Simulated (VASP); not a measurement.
# Ir (P6_3/mmc) in VASP: further runs

Ir is run at these levels: PBE; tasks: single point.

All numbers are computed with VASP 6.6.1; they aren't measurements. Logs are shortened: lines on timing, memory, paths and dates and some standing lists are left out, and cuts for length are marked.

## Step 1: The cell of the first run

Symmetry: P6_3/mmc, No. 194, hexagonal system. The conventional cell has a = 2.641 Å, b = 2.641 Å, c = 4.819 Å, α = 90.00°, β = 90.00°, γ = 120.00°. Within 3.5 Å of Ir (site symmetry -6m2) lie 12 Ir at 2.64 to 2.85 Å.

## Step 2: Single point, PBE (strain -0.040 along x and y, +0.080 along z)

Contents of INCAR:

```
ALGO = Fast
EDIFF = 1E-6
ENCUT = 520
GGA = PE
ISIF = 2
ISMEAR = 0
LASPH = T
LCHARG = T
LELF = T
LREAL = F
LVHAR = T
LWAVE = F
NBANDS = 16
NELM = 60
PREC = Accurate
SIGMA = 0.15
```

Contents of KPOINTS:

```
k-points
0
Gamma
  18 18 12
```

Contents of POSCAR:

```
Ir
1.0
    2.6413227788      0.0000000000      0.0000000000
   -1.3206613894      2.2874526260      0.0000000000
    0.0000000000      0.0000000000      4.8192732000
Ir
2
Direct
    0.6666666667      0.3333333333      0.7500000000
    0.3333333333      0.6666666667      0.2500000000
```

Potentials or basis: VASP PAW PBE potentials, release 64 (Ir).

Run with:

```sh
cat potpaw_PBE.64/Ir/POTCAR > POTCAR
mpirun -np 1 vasp_std > vasp.out
```

OUTCAR:

```text
EDIFF = 1E-6
   ENCUT = 520
   GGA = PE
   ISIF = 2
   ISMEAR = 0
   LASPH = T
   LREAL = F
   NELM = 60
   PREC = Accurate

 ion  position               nearest neighbor table
   1  0.667  0.333  0.750-   2 2.85   2 2.85   2 2.85   2 2.85   2 2.85   2 2.85
   2  0.333  0.667  0.250-   1 2.85   1 2.85   1 2.85   1 2.85   1 2.85   1 2.85

  LATTYP: Found a hexagonal cell.
 ALAT       =     2.6413227788
 C/A-ratio  =     1.8245680682

  Lattice vectors:

 A1 = (   2.6413227788,   0.0000000000,   0.0000000000)
 A2 = (  -1.3206613894,   2.2874526260,   0.0000000000)
 A3 = (   0.0000000000,   0.0000000000,   4.8192732000)

Analysis of symmetry for initial positions (statically):
=====================================================================
 Subroutine PRICEL returns:
 Original cell was already a primitive cell.

 Routine SETGRP: Setting up the symmetry group for a
 hexagonal supercell.

 Subroutine GETGRP returns: Found 24 space group operations
 (whereof 12 operations were pure point group operations)
 out of a pool of 24 trial point group operations.

The static configuration has the point symmetry D_3d.
 The point group associated with its full space group is D_6h.

Analysis of symmetry for dynamics (positions and initial velocities):
=====================================================================
 Subroutine PRICEL returns:
 Original cell was already a primitive cell.

 Routine SETGRP: Setting up the symmetry group for a
 hexagonal supercell.

 Subroutine GETGRP returns: Found 24 space group operations
 (whereof 12 operations were pure point group operations)
 out of a pool of 24 trial point group operations.

The dynamic configuration has the point symmetry D_3d.
 The point group associated with its full space group is D_6h.

 Subroutine INISYM returns: Found 24 space group operations
 (whereof 12 operations are pure point group operations),
 and found     1 'primitive' translations

----------------------------------------------------------------------------------------

                                     Primitive cell

  volume of cell :      29.1176

  direct lattice vectors                    reciprocal lattice vectors
     2.641322779  0.000000000  0.000000000     0.378598181  0.218583762  0.000000000
    -1.320661389  2.287452626  0.000000000     0.000000000  0.437167524  0.000000000
     0.000000000  0.000000000  4.819273200     0.000000000  0.000000000  0.207500168

  length of vectors
     2.641322779  2.641322779  4.819273200     0.437167524  0.437167524  0.207500168

  position of ions in fractional coordinates (direct lattice)
     0.666666667  0.333333333  0.750000000
     0.333333333  0.666666667  0.250000000

  ion indices of the primitive-cell ions
   primitive index   ion index
                 1           1
                 2           2

----------------------------------------------------------------------------------------

 KPOINTS: k-points

Automatic generation of k-mesh.
 Grid dimensions read from file:
 generate k-points for:   18   18   12

 Generating k-lattice:

  Cartesian coordinates                     Fractional coordinates (reciprocal lattice)
     0.021033232  0.012143542  0.000000000     0.055555556 -0.000000000  0.000000000
     0.000000000  0.024287085  0.000000000     0.000000000  0.055555556  0.000000000
     0.000000000  0.000000000  0.017291681     0.000000000  0.000000000  0.083333333

  Length of vectors
     0.024287085  0.024287085  0.017291681

  Shift w.r.t. Gamma in fractional coordinates (k-lattice)
     0.000000000  0.000000000  0.000000000

 Subroutine IBZKPT returns following result:
 ===========================================

 Found    259 irreducible k-points:

 Following reciprocal coordinates:
            Coordinates               Weight
  0.000000  0.000000  0.000000      1.000000
  0.055556  0.000000  0.000000      6.000000
  0.111111  0.000000  0.000000      6.000000
  0.166667 -0.000000  0.000000      6.000000
  0.222222 -0.000000  0.000000      6.000000
  0.277778  0.000000  0.000000      6.000000
[... 16 lines left out ...]
  0.333333  0.111111  0.000000     12.000000
  0.388889  0.111111  0.000000     12.000000
 [... further k-points ...]
   k-points           NKPTS =    259   k-points in BZ     NKDIM =    259   number of bands    NBANDS=     16
   number of dos      NEDOS =    301   number of ions     NIONS =      2
   total plane-waves  NPLWV =  14400
   dimension x,y,z NGX =    20 NGY =   20 NGZ =   36
   dimension x,y,z NGXF=    40 NGYF=   40 NGZF=   72
   ions per type =               2
   NGX,Y,Z   is equivalent  to a cutoff of  12.59, 12.59, 12.42 a.u.
   NGXF,Y,Z  is equivalent  to a cutoff of  25.18, 25.18, 24.84 a.u.
 SYSTEM =  unknown system
   PREC   = accura    normal or accurate (medium, high low for compatibility)
   ISTART =      0    job   : 0-new  1-cont  2-samecut
   ICHARG =      2    charge: 1-file 2-atom 10-const
   ISPIN  =      1    spin polarized calculation?
   LNONCOLLINEAR =      F non collinear calculations
   LSORBIT =      F    spin-orbit coupling
   LASPH  =      T    aspherical Exc in radial PAW
   ENCUT  =  520.0 eV  38.22 Ry    6.18 a.u.   4.91  4.91  8.96*2*pi/ulx,y,z
   NELM   =     60;   NELMIN=  2; NELMDL= -5     # of ELM steps
   EDIFF  = 0.1E-05   stopping-criterion for ELM
   LREAL  =      F    real-space projection
   EDIFFG = 0.1E-04   stopping-criterion for IOM
   NSW    =      0    number of steps for IOM
   IBRION =     -1    ionic relax: 0-MD 1-quasi-New 2-CG
   NFREE  =      0    steps in history (QN), initial steepest desc. (CG)
   ISIF   =      2    stress and relaxation
   ISYM   =      2    0-nonsym 1-usesym 2-fastsym
   POTIM  = 0.5000    time-step for ionic-motion
   TEBEG  =    0.0;   TEEND  =   0.0 temperature during run
   PSTRESS=    0.0 pullay stress
   NELECT =      18.0000    total number of electrons
   NUPDOWN=      -1.0000    fix difference up-down
   EMIN   =  10.00;   EMAX   =-10.00  energy-range for DOS
   EFERMI =   0.00;   METHOD = LEGACY
   ISMEAR =     0;   SIGMA  =   0.15  broadening in eV -4-tet -1-fermi 0-gaus
   EFERMI_NEDOS =   21; number of points for ismear=-14 and -15
   IALGO  =     68    algorithm
   IMIX   =      4    mixing-type and parameters
     AMIX     =   0.40;   BMIX     =  1.00
     AMIX_MAG =   1.60;   BMIX_MAG =  1.00
  volume/ion in A,a.u.               =      14.56        98.25
  Fermi-wavevector in a.u.,A,eV,Ry     =   1.394592  2.635397 26.461807  1.944888
  Thomas-Fermi vector in A             =   2.518126
   LORBIT       =      0    0 simple, 1 ext, 2 COOP (PROOUT), +10 PAW based schemes
   GGA     = PE    functional components
   LHFCALC =     F    Hartree Fock is set to
   AEXX    =    0.0000 exact exchange contribution
   IVDW    =     0    specifies the selected vdW correction
   LEPSILON=     F    determine dielectric tensor
   LRPA    =     F    only Hartree local field effects (RPA)
 non-spin polarized calculation
 RMM-DIIS sequential band-by-band and
 Gauss-broadening in eV      SIGMA  =   0.15
  energy-cutoff  :      520.00
  volume of cell :       29.12
 maximum number of plane-waves:       804
 NGX is ok and might be reduce to    20
   NGX =  9   NGY =  9   NGZ = 17

 number of electron      18.0000000 magnetization

 Free energy of the ion-electron system (eV)
  ---------------------------------------------------
  ext. energy  EPLUGINS =         0.00000000
  ---------------------------------------------------
  free energy    TOTEN  =       -17.26305411 eV

  energy without entropy =      -17.23598286  energy(sigma->0) =      -17.24951848

 E-fermi :   9.8740     XC(G=0): -13.8016

 val. band max:        9.8656988867   @ k =   0.2222   0.1111   0.3333
 cond. band min:       9.8756915327   @ k =   0.1111   0.1111   0.5000
 fundamental gap:      0.0099926460
 Fermi energy:         9.8739821634

 k-point     1 :       0.0000    0.0000    0.0000
  band No.  band energies     occupation
      1      -0.8980      2.00000
      2       1.7352      2.00000
      3       5.1732      2.00000
      4       6.3368      2.00000
      5       6.3368      2.00000
      6       6.7248      2.00000
[... 8 lines left out ...]
     15      25.0219      0.00000
     16      27.1493      0.00000

 k-point     2 :       0.0556    0.0000    0.0000
  band No.  band energies     occupation
      1      -0.7658      2.00000
      2       1.8682      2.00000
      3       5.2149      2.00000
      4       6.2679      2.00000
      5       6.4500      2.00000
      6       6.6399      2.00000
[... 8 lines left out ...]
     15      25.2642      0.00000
     16      27.3943      0.00000

 k-point     3 :       0.1111    0.0000    0.0000
  band No.  band energies     occupation
      1      -0.3811      2.00000
      2       2.2438      2.00000
      3       5.2831      2.00000
      4       6.1263      2.00000
      5       6.4499      2.00000
      6       6.7846      2.00000
[... 8 lines left out ...]
     15      25.8707      0.00000
     16      28.0053      0.00000

 k-point     4 :       0.1667   -0.0000    0.0000
  band No.  band energies     occupation
      1       0.2161      2.00000
      2       2.7674      2.00000
      3       5.2493      2.00000
      4       5.9065      2.00000
      5       6.0636      2.00000
      6       6.5048      2.00000
[... 8 lines left out ...]
     15      26.2573      0.00000
     16      28.5883      0.00000
[... 324 lines left out ...]
 k-point    22 :       0.2778    0.1111    0.0000
  band No.  band energies     occupation
      1       2.6604      2.00000
      2       3.4499      2.00000
      3       4.0767      2.00000
      4       5.3717      2.00000
      5       6.1025      2.00000
      6       6.2758      2.00000
[... 8 lines left out ...]
     15      23.3638      0.00000
     16      25.0792      0.00000

 k-point    23 :       0.3333    0.1111    0.0000
  band No.  band energies     occupation
      1       2.9392      2.00000
      2       3.2057      2.00000
      3       3.7323      2.00000
      4       5.8137      2.00000
      5       6.0968      2.00000
      6       6.6537      2.00000
[... 8 lines left out ...]
     15      22.0636      0.00000
     16      24.4545      0.00000

 k-point    24 :       0.3889    0.1111    0.0000
  band No.  band energies     occupation
      1       2.9474      2.00000
      2       3.0965      2.00000
      3       3.5210      2.00000
      4       6.0055      2.00000
      5       6.3728      2.00000
      6       6.7610      2.00000
[... 8 lines left out ...]
     15      20.8112      0.00000
     16      23.5086      0.00000

 [... further k-points ...]
[... 5 lines left out ...]
  --------------------------------------------------------------------------------------
  -------------------------------------------------------------------------------------
  Total        3.8118120      3.8118120     -4.0979292      0.0000000     -0.0000000      0.0000000
  in kB      209.7427354    209.7427354   -225.4861632      0.0000000     -0.0000000      0.0000000
  external PRESSURE =      64.6664359 kB  Pullay stress =       0.0000000 kB

 VOLUME and BASIS-vectors are now :
 -----------------------------------------------------------------------------
  energy-cutoff  :      520.00
  volume of cell :       29.12
      direct lattice vectors                 reciprocal lattice vectors
     2.641322779  0.000000000  0.000000000     0.378598181  0.218583762  0.000000000
    -1.320661389  2.287452626  0.000000000     0.000000000  0.437167524  0.000000000
     0.000000000  0.000000000  4.819273200     0.000000000  0.000000000  0.207500168

 POSITION                                       TOTAL-FORCE (eV/Angst)
 -----------------------------------------------------------------------------------
      1.32066      0.76248      3.61445         0.000000     -0.000000      0.000000
     -0.00000      1.52497      1.20482        -0.000000      0.000000      0.000000
 -----------------------------------------------------------------------------------
    total drift:                                0.000000     -0.000000     -0.000000

  FREE ENERGIE OF THE ION-ELECTRON SYSTEM (eV)
  ---------------------------------------------------
  free  energy   TOTEN  =       -17.2630541104 eV

  energy  without entropy=      -17.2359828593  energy(sigma->0) =      -17.24951848
```

Wall time 2.1 min (1 thread of Intel Xeon 6975P-C, shared host); peak memory 0.22 GiB.

Results:

| Quantity | Value |
| --- | --- |
| Free energy | -17.2631 eV |
| Pressure | 6.5 GPa |
| Band gap on the k mesh | zero (band 9 reaches 11.58 eV, above the bottom of band 10 at 8.16 eV) |

Stress tensor (GPa, compression positive):
```
 20.97   0.00   0.00
  0.00  20.97   0.00
  0.00   0.00 -22.55
```

Caveat: the cell differs from its parent crystal (strain -0.040 along x and y, +0.080 along z); spin-orbit coupling is left out, which moves the levels of the heavy elements.

## Step 3: Single point, PBE (strain +0.040 along x and y, -0.080 along z)

Contents of INCAR:

```
PREC = Accurate ; ENCUT = 520
EDIFF = 1E-6 ; ISMEAR = 0
SIGMA = 0.15 ; LREAL = F
LASPH = T ; NELM = 60
ALGO = Normal ; ISIF = 2
LWAVE = F ; LCHARG = T
GGA = PE ; LELF = T
LVHAR = T ; NBANDS = 16
```

Contents of KPOINTS:

```
regular mesh
0
Gamma
  18 18 12
```

Contents of POSCAR:

```
Ir
1.0
    2.8614330104      0.0000000000      0.0000000000
   -1.4307165052      2.4780736782      0.0000000000
    0.0000000000      0.0000000000      4.1053068000
Ir
2
Direct
    0.6666666667      0.3333333333      0.7500000000
    0.3333333333      0.6666666667      0.2500000000
```

Potentials or basis: VASP PAW PBE potentials, release 64 (Ir).

Run with:

```sh
cat potpaw_PBE.64/Ir/POTCAR > POTCAR
mpirun -np 1 vasp_std > vasp.out
```

OUTCAR:

```text
PREC = Accurate
   ENCUT = 520
   EDIFF = 1E-6
   ISMEAR = 0
   LREAL = F
   LASPH = T
   NELM = 60
   ISIF = 2
   GGA = PE

 ion  position               nearest neighbor table
   1  0.667  0.333  0.750-   2 2.63   2 2.63   2 2.63   2 2.63   2 2.63   2 2.63
   2  0.333  0.667  0.250-   1 2.63   1 2.63   1 2.63   1 2.63   1 2.63   1 2.63

  LATTYP: Found a hexagonal cell.
 ALAT       =     2.8614330104
 C/A-ratio  =     1.4347030963

  Lattice vectors:

 A1 = (   2.8614330104,   0.0000000000,   0.0000000000)
 A2 = (  -1.4307165052,   2.4780736782,   0.0000000000)
 A3 = (   0.0000000000,   0.0000000000,   4.1053068000)

Analysis of symmetry for initial positions (statically):
=====================================================================
 Subroutine PRICEL returns:
 Original cell was already a primitive cell.

 Routine SETGRP: Setting up the symmetry group for a
 hexagonal supercell.

 Subroutine GETGRP returns: Found 24 space group operations
[... 156 lines left out ...]
   NGX = 11   NGY = 11   NGZ = 15

 number of electron      17.9999998 magnetization

 Free energy of the ion-electron system (eV)
  ---------------------------------------------------
  ext. energy  EPLUGINS =         0.00000000
  ---------------------------------------------------
  free energy    TOTEN  =       -17.28242612 eV

  energy without entropy =      -17.24878600  energy(sigma->0) =      -17.26560606

 E-fermi :  10.0802     XC(G=0): -13.8012

 val. band max:       10.0743159152   @ k =   0.3333   0.2222   0.4167
 cond. band min:      10.0823239503   @ k =   0.3889   0.0556   0.2500
 fundamental gap:      0.0080080352
 Fermi energy:        10.0802109328

 k-point     1 :       0.0000    0.0000    0.0000
  band No.  band energies     occupation
      1      -0.8887      2.00000
      2       2.2901      2.00000
      3       6.2390      2.00000
      4       6.2390      2.00000
      5       6.7721      2.00000
      6       6.7721      2.00000
[... 433 lines left out ...]
      3       3.4757      2.00000
      4       5.3488      2.00000
      5       5.7121      2.00000
      6       7.1198      2.00000
[... 8 lines left out ...]
     15      21.5793      0.00000
     16      23.3762      0.00000

 [... further k-points ...]
[... 5 lines left out ...]
  --------------------------------------------------------------------------------------
  -------------------------------------------------------------------------------------
  Total       -0.7883145     -0.7883145      5.4871966      0.0000000     -0.0000000      0.0000000
  in kB      -43.3877034    -43.3877034    302.0074734      0.0000000     -0.0000000      0.0000000
  external PRESSURE =      71.7440222 kB  Pullay stress =       0.0000000 kB

 VOLUME and BASIS-vectors are now :
 -----------------------------------------------------------------------------
  energy-cutoff  :      520.00
  volume of cell :       29.11
      direct lattice vectors                 reciprocal lattice vectors
     2.861433010  0.000000000  0.000000000     0.349475244  0.201769626  0.000000000
    -1.430716505  2.478073678  0.000000000     0.000000000  0.403539253  0.000000000
     0.000000000  0.000000000  4.105306800     0.000000000  0.000000000  0.243587154

 POSITION                                       TOTAL-FORCE (eV/Angst)
 -----------------------------------------------------------------------------------
      1.43072      0.82602      3.07898        -0.000000      0.000000      0.000000
     -0.00000      1.65205      1.02633         0.000000     -0.000000      0.000000
 -----------------------------------------------------------------------------------
    total drift:                               -0.000000      0.000000     -0.000000

  FREE ENERGIE OF THE ION-ELECTRON SYSTEM (eV)
  ---------------------------------------------------
  free  energy   TOTEN  =       -17.2824261154 eV

  energy  without entropy=      -17.2487860023  energy(sigma->0) =      -17.26560606
```

It took 65 s on 1 thread of Intel Xeon 6975P-C, shared host; peak memory 0.23 GiB.

What came out:

```
Free energy            : -17.2824 eV
Pressure               : 7.2 GPa
Band gap on the k mesh : zero (band 9 reaches 10.72 eV, above the bottom of band 10 at 8.15 eV)
```

Caveat: the cell differs from its parent crystal (strain +0.040 along x and y, -0.080 along z); spin-orbit coupling is left out, which moves the levels of the heavy elements.
